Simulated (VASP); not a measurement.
Input of a VASP 6.6.1 run:

File INCAR:

```
SYSTEM = Ga2O3
PREC = Accurate
ENCUT = 520
EDIFF = 1E-7
ISMEAR = 0
SIGMA = 0.1
LREAL = .False.
LASPH = .True.
NELM = 60
ALGO = Normal
ISIF = 2
LWAVE = .False.
LCHARG = .False.
NBANDS = 55
```

The input KPOINTS:

```
regular mesh
0
Gamma
  6 6 4
  0 0 0
```

The input POSCAR:

```
Ga2O3
1.0
    6.1402367100     -1.5237836800      0.0000000000
    6.1402367100      1.5237836800      0.0000000000
   -1.3841308900      0.0000000000      5.6503488600
Ga O
4 6
Direct
    0.3411617000      0.3411617000      0.6852696600
    0.6588383000      0.6588383000      0.3147303400
    0.9095256000      0.9095256000      0.2052140000
    0.0904744000      0.0904744000      0.7947860000
    0.5035308700      0.5035308700      0.7433359100
    0.4964691300      0.4964691300      0.2566640900
    0.8266289400      0.8266289400      0.4367698400
    0.1733710600      0.1733710600      0.5632301600
    0.1645049800      0.1645049800      0.1091540800
    0.8354950200      0.8354950200      0.8908459200
```

Potentials or basis: VASP PAW LDA potentials, release 64 (Ga_d, O).

Command:

```sh
$ cat potpaw_LDA.64/Ga_d/POTCAR potpaw_LDA.64/O/POTCAR > POTCAR
$ mpirun -np 1 vasp_std > vasp.out
```

Predict the pressure.

-4.9 GPa.

What does it give for the largest force?

0.094 eV/Å.

Forces on the atoms (eV/Å):
```
Ga   0.026  0.000  0.063
Ga  -0.026  0.000 -0.063
Ga   0.079  0.000 -0.014
Ga  -0.079  0.000  0.014
O    0.062  0.000  0.021
O   -0.062  0.000 -0.021
O   -0.059  0.000  0.030
O    0.059  0.000 -0.030
O   -0.072  0.000  0.061
O    0.072  0.000 -0.061
```

Caveat: the cell stands under tension.
